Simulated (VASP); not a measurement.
# MgO (P6_3mc) in VASP: notebook

Runs on MgO. Level: PBEsol. Tasks: single point.

All numbers are computed with VASP 6.6.1; they aren't measurements. Logs are shortened: lines on timing, memory, paths and dates and some standing lists are left out, and cuts for length are marked.

## 1. The cell of the first run

The structure is hexagonal, space group P6_3mc (No. 186). Conventional cell: a = 3.477 Å, b = 3.477 Å, c = 5.019 Å, α = 90.00°, β = 90.00°, γ = 120.00°. Within 2.6 Å of Mg (site symmetry 3m) lie 4 O at 1.99 to 2.07 Å. O (site symmetry 3m) has 4 Mg at 1.99 to 2.07 Å within 2.6 Å.

## 2. Single point, PBEsol

Contents of INCAR:

```
PREC = Accurate
ENCUT = 520
EDIFF = 1E-6
ISMEAR = 0
SIGMA = 0.05
LREAL = False
LASPH = True
NELM = 100
ALGO = Normal
ISIF = 2
LWAVE = False
LCHARG = False
GGA = PS
NBANDS = 16
```

Contents of KPOINTS:

```
Automatic mesh
0
Gamma
  9 9 6
```

Contents of POSCAR:

```
MgO
1.0
    3.4769000000      0.0000000000      0.0000000000
   -1.7384500000      3.0110837264      0.0000000000
    0.0000000000      0.0000000000      5.0193879762
Mg O
2 2
Direct
    0.3333333333      0.6666666667      0.0036583380
    0.6666666667      0.3333333333      0.5036583380
    0.3333333333      0.6666666667      0.4009416620
    0.6666666667      0.3333333333      0.9009416620
```

Potentials or basis: VASP PAW PBE potentials, release 64 (Mg, O).

Command:

```bash
> cat potpaw_PBE.64/Mg/POTCAR potpaw_PBE.64/O/POTCAR > POTCAR
> mpirun -np 1 vasp_std > vasp.out
```

OUTCAR:

```text
PREC = Accurate
   ENCUT = 520
   EDIFF = 1E-6
   ISMEAR = 0
   LREAL = False
   LASPH = True
   NELM = 100
   ISIF = 2
   GGA = PS

 ion  position               nearest neighbor table
   1  0.333  0.667  0.004-   3 1.99   4 2.07   4 2.07   4 2.07   2 3.21   2 3.21   2 3.21   2 3.21
                             2 3.21   2 3.21
   2  0.667  0.333  0.504-   4 1.99   3 2.07   3 2.07   3 2.07   1 3.21   1 3.21   1 3.21   1 3.21
                             1 3.21   1 3.21
   3  0.333  0.667  0.401-   1 1.99   2 2.07   2 2.07   2 2.07
   4  0.667  0.333  0.901-   2 1.99   1 2.07   1 2.07   1 2.07

  LATTYP: Found a hexagonal cell.
 ALAT       =     3.4769000000
 C/A-ratio  =     1.4436388669

  Lattice vectors:

 A1 = (   3.4769000000,   0.0000000000,   0.0000000000)
 A2 = (  -1.7384500000,   3.0110837264,   0.0000000000)
 A3 = (   0.0000000000,   0.0000000000,   5.0193879762)

Analysis of symmetry for initial positions (statically):
=====================================================================
 Subroutine PRICEL returns:
 Original cell was already a primitive cell.

 Routine SETGRP: Setting up the symmetry group for a
 hexagonal supercell.

 Subroutine GETGRP returns: Found 12 space group operations
 (whereof  6 operations were pure point group operations)
 out of a pool of 24 trial point group operations.

The static configuration has the point symmetry C_3v.
 The point group associated with its full space group is C_6v.

Analysis of symmetry for dynamics (positions and initial velocities):
=====================================================================
 Subroutine PRICEL returns:
 Original cell was already a primitive cell.

 Routine SETGRP: Setting up the symmetry group for a
 hexagonal supercell.

 Subroutine GETGRP returns: Found 12 space group operations
 (whereof  6 operations were pure point group operations)
 out of a pool of 24 trial point group operations.

The dynamic configuration has the point symmetry C_3v.
 The point group associated with its full space group is C_6v.

 Subroutine INISYM returns: Found 12 space group operations
 (whereof  6 operations are pure point group operations),
 and found     1 'primitive' translations

----------------------------------------------------------------------------------------

[... 91 lines left out ...]
   LNONCOLLINEAR =      F non collinear calculations
   LSORBIT =      F    spin-orbit coupling
   LASPH  =      T    aspherical Exc in radial PAW
   ENCUT  =  520.0 eV  38.22 Ry    6.18 a.u.   6.46  6.46  9.33*2*pi/ulx,y,z
   NELM   =    100;   NELMIN=  2; NELMDL= -5     # of ELM steps
   EDIFF  = 0.1E-05   stopping-criterion for ELM
   LREAL  =      F    real-space projection
   EDIFFG = 0.1E-04   stopping-criterion for IOM
   NSW    =      0    number of steps for IOM
   IBRION =     -1    ionic relax: 0-MD 1-quasi-New 2-CG
   NFREE  =      0    steps in history (QN), initial steepest desc. (CG)
   ISIF   =      2    stress and relaxation
   ISYM   =      2    0-nonsym 1-usesym 2-fastsym
   POTIM  = 0.5000    time-step for ionic-motion
   TEBEG  =    0.0;   TEEND  =   0.0 temperature during run
   PSTRESS=    0.0 pullay stress
   NELECT =      16.0000    total number of electrons
   NUPDOWN=      -1.0000    fix difference up-down
   EMIN   =  10.00;   EMAX   =-10.00  energy-range for DOS
   EFERMI =   0.00;   METHOD = LEGACY
   ISMEAR =     0;   SIGMA  =   0.05  broadening in eV -4-tet -1-fermi 0-gaus
   EFERMI_NEDOS =   21; number of points for ismear=-14 and -15
   IALGO  =     38    algorithm
   IMIX   =      4    mixing-type and parameters
     AMIX     =   0.40;   BMIX     =  1.00
     AMIX_MAG =   1.60;   BMIX_MAG =  1.00
  volume/ion in A,a.u.               =      13.14        88.65
  Fermi-wavevector in a.u.,A,eV,Ry     =   1.101352  2.081254 16.503550  1.212977
  Thomas-Fermi vector in A             =   2.237778
   LORBIT       =      0    0 simple, 1 ext, 2 COOP (PROOUT), +10 PAW based schemes
   GGA     = PS    functional components
   LHFCALC =     F    Hartree Fock is set to
   AEXX    =    0.0000 exact exchange contribution
   IVDW    =     0    specifies the selected vdW correction
   LEPSILON=     F    determine dielectric tensor
   LRPA    =     F    only Hartree local field effects (RPA)
 non-spin polarized calculation
 Gauss-broadening in eV      SIGMA  =   0.05
  energy-cutoff  :      520.00
  volume of cell :       52.55
 maximum number of plane-waves:      1447
 NGX is ok and might be reduce to    28
   NGX = 13   NGY = 13   NGZ = 19

 number of electron      16.0000000 magnetization

 Free energy of the ion-electron system (eV)
  ---------------------------------------------------
  ext. energy  EPLUGINS =         0.00000000
  ---------------------------------------------------
  free energy    TOTEN  =       -24.31472971 eV

  energy without entropy =      -24.31472971  energy(sigma->0) =      -24.31472971

 E-fermi :   0.7691     XC(G=0):  -9.5173

 val. band max:        0.5028840352   @ k =   0.0000   0.0000   0.0000
 cond. band min:       3.2704872511   @ k =   0.0000   0.0000   0.0000
 fundamental gap:      2.7676032159
 Fermi energy:         0.7691121081

 k-point     1 :       0.0000    0.0000    0.0000
  band No.  band energies     occupation
      1     -15.3872      2.00000
      2     -14.6658      2.00000
      3      -2.4783      2.00000
      4      -0.3076      2.00000
      5      -0.3076      2.00000
      6       0.0817      2.00000
[... 433 lines left out ...]
      3      -2.0070      2.00000
      4      -1.6110      2.00000
      5      -1.6110      2.00000
      6      -0.7147      2.00000
[... 8 lines left out ...]
     15      13.1662      0.00000
     16      15.9953      0.00000

 [... further k-points ...]
[... 5 lines left out ...]
  --------------------------------------------------------------------------------------
  -------------------------------------------------------------------------------------
  Total       -4.3598175     -4.3598175     -1.6193493      0.0000000      0.0000000      0.0000000
  in kB     -132.9269678   -132.9269678    -49.3725226      0.0000000      0.0000000      0.0000000
  external PRESSURE =    -105.0754861 kB  Pullay stress =       0.0000000 kB

 VOLUME and BASIS-vectors are now :
 -----------------------------------------------------------------------------
  energy-cutoff  :      520.00
  volume of cell :       52.55
      direct lattice vectors                 reciprocal lattice vectors
     3.476900000  0.000000000  0.000000000     0.287612528  0.166053171  0.000000000
    -1.738450000  3.011083726  0.000000000     0.000000000  0.332106341  0.000000000
     0.000000000  0.000000000  5.019387976     0.000000000  0.000000000  0.199227476

 POSITION                                       TOTAL-FORCE (eV/Angst)
 -----------------------------------------------------------------------------------
     -0.00000      2.00739      0.01836        -0.000000      0.000000     -0.299347
      1.73845      1.00369      2.52806        -0.000000      0.000000     -0.299347
     -0.00000      2.00739      2.01248        -0.000000      0.000000      0.299347
      1.73845      1.00369      4.52218         0.000000     -0.000000      0.299347
 -----------------------------------------------------------------------------------
    total drift:                               -0.000000      0.000000      0.002053

  FREE ENERGIE OF THE ION-ELECTRON SYSTEM (eV)
  ---------------------------------------------------
  free  energy   TOTEN  =       -24.3147297076 eV

  energy  without entropy=      -24.3147297076  energy(sigma->0) =      -24.31472971
```

stdout:

```text
POSCAR found type information on POSCAR MgO
 POSCAR found :  2 types and       4 ions
 scaLAPACK will be used
 -----------------------------------------------------------------------------
|                                                                             |
|                                                                             |
|     You enforced a specific xc type in the INCAR file but a different       |
|     I HOPE YOU KNOW WHAT YOU ARE DOING!                                     |
|                                                                             |
 -----------------------------------------------------------------------------

 LDA part: xc-table for (Slater+PW92), standard interpolation
 POSCAR, INCAR and KPOINTS ok, starting setup
 FFT: planning ... GRIDC
 FFT: planning ... GRID_SOFT
 FFT: planning ... GRID
 WAVECAR not read
 entering main loop
```

Run time: 16 s. Hardware: 1 thread of Intel Xeon 6975P-C (Granite Rapids), shared host; peak memory 0.19 GiB.

What came out:

| Item | Value |
| --- | --- |
| Free energy | -24.3147 eV |
| Pressure | -10.5 GPa |
| Largest force | 0.299 eV/Å |
| Band gap on the k mesh | 2.77 eV, direct |

Forces on the atoms (eV/Å):
```
Mg   0.000  0.000 -0.299
Mg   0.000  0.000 -0.299
O    0.000  0.000  0.299
O    0.000  0.000  0.299
```

Levels at points of the mesh, in eV from the valence-band top:
| k point | band 6 | band 7 | band 8 | band 9 | band 10 | band 11 |
| --- | --- | --- | --- | --- | --- | --- |
| (0.00, 0.00, 0.00) | -0.42 | -0.42 | 0.00 | 2.77 | 7.56 | 9.64 |
| (0.00, 0.00, 0.50) | -0.62 | -0.62 | -0.62 | 5.23 | 5.23 | 12.47 |

Caveat: the PAW data sets were made with another functional, which shifts forces and pressure a little. A k mesh can miss the band edges.

## 3. Single point, PBEsol

This run uses another cell than the first one, of 13.47 Å³/atom, 1.025 times its volume.

Contents of INCAR:

```
PREC = Accurate ; ENCUT = 520
EDIFF = 1E-6 ; ISMEAR = 0
SIGMA = 0.05 ; LREAL = F
LASPH = T ; NELM = 100
ALGO = Normal ; ISIF = 2
LWAVE = F ; LCHARG = F
GGA = PS ; NBANDS = 16
```

Contents of KPOINTS:

```
regular mesh
0
Gamma
  9 9 6
```

Contents of POSCAR:

```
MgO
1.0
    3.4191000000      0.0000000000      0.0000000000
   -1.7095500000      2.9610274581      0.0000000000
    0.0000000000      0.0000000000      5.3206000000
Mg O
2 2
Direct
    0.3333333333      0.6666666667      0.0036583380
    0.6666666667      0.3333333333      0.5036583380
    0.3333333333      0.6666666667      0.4009416620
    0.6666666667      0.3333333333      0.9009416620
```

Potentials or basis: VASP PAW PBE potentials, release 64 (Mg, O).

Command:

```bash
> cat potpaw_PBE.64/Mg/POTCAR potpaw_PBE.64/O/POTCAR > POTCAR
> mpirun -np 1 vasp_std > vasp.out
```

Wall time 15 s (1 thread of Intel Xeon 6975P-C (Granite Rapids), shared host); peak memory 0.19 GiB.

Results (log left out):

- Free energy: -24.2787 eV
- Pressure: -12.0 GPa
- Largest force: 0.202 eV/Å
- Band gap on the k mesh: 2.74 eV, direct

Forces in eV/Å, atoms in the order of the input:
```
Mg   0.000  0.000  0.202
Mg   0.000  0.000  0.202
O    0.000  0.000 -0.202
O    0.000  0.000 -0.202
```

Stress tensor (GPa, compression positive):
```
-11.66   0.00   0.00
  0.00 -11.66   0.00
  0.00   0.00 -12.70
```

Levels at points of the mesh, in eV from the valence-band top:
```tsv
k point	band 4	band 5	band 6	band 7	band 8	band 9	band 10	band 11	band 12	band 13
(0.00, 0.00, 0.00)	-0.60	-0.60	-0.32	-0.32	0.00	2.74	7.54	9.09	13.34	13.34
(0.00, 0.00, 0.50)	-1.84	-0.46	-0.46	-0.46	-0.46	5.12	5.12	11.83	11.83	13.74
```

Caveat: the PAW data sets were made with another functional, which shifts forces and pressure a little.
